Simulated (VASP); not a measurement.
Set up this calculation in VASP 6.6.1, as the native input.

| Quantity | Value |
| --- | --- |
| Task | single point |
| Functional | PBE |
| Potentials or basis | VASP PAW PBE potentials, release 64 (W_sv, Au) |
| Cutoff | 520 eV |
| k mesh | 18 × 18 × 18 |
| Occupations | gaussian, width 0.1 eV |
| Spin | no spin polarisation |
| Dipole correction | no |
| Further INCAR settings | ALGO = Fast; EDIFF = 1e-06; NBANDS = 20 |

The structure of WAu lies in POSCAR:

```
WAu
1.0
    3.2318422314      0.0000000000      0.0000000000
    0.0000000000      3.2318422314      0.0000000000
    0.0000000000      0.0000000000      3.2318422314
W Au
1 1
Direct
    0.0000000000      0.0000000000      0.0000000000
    0.5000000000      0.5000000000      0.5000000000
```

One way to write it, as run:

INCAR

```
SYSTEM = WAu
PREC     = Accurate       ! precision mode
ENCUT    = 520            ! plane-wave cutoff, eV
EDIFF    = 1E-6           ! SCF threshold, eV
ISMEAR   = 0              ! smearing method
SIGMA    = 0.1            ! smearing width, eV
LREAL    = .FALSE.        ! projectors in reciprocal space
LASPH    = .TRUE.         ! aspherical terms in the spheres
NELM     = 80             ! most SCF steps
ALGO     = Fast           ! electronic algorithm
ISIF     = 2              ! what is computed and relaxed
LWAVE    = .FALSE.        ! write WAVECAR
LCHARG   = .FALSE.        ! write CHGCAR
GGA      = PE             ! functional
NBANDS   = 20             ! bands
```

KPOINTS

```
regular mesh
0
G
  18 18 18
  0 0 0
```

Potentials or basis: VASP PAW PBE potentials, release 64 (W_sv, Au).

Run with:

```console
$ cat potpaw_PBE.64/W_sv/POTCAR potpaw_PBE.64/Au/POTCAR > POTCAR
$ mpirun -np 1 vasp_std > vasp.out
```

Results of the run:

The pressure is -0.1 GPa. The band gap on the k mesh is zero (an odd number of electrons rules out a gap without spin polarisation).

Caveat: spin-orbit coupling is left out, which moves the levels of the heavy elements.

Wall time 2.4 min on 1 thread of Intel Xeon 8259CL (shared host), peak memory 0.26 GiB.
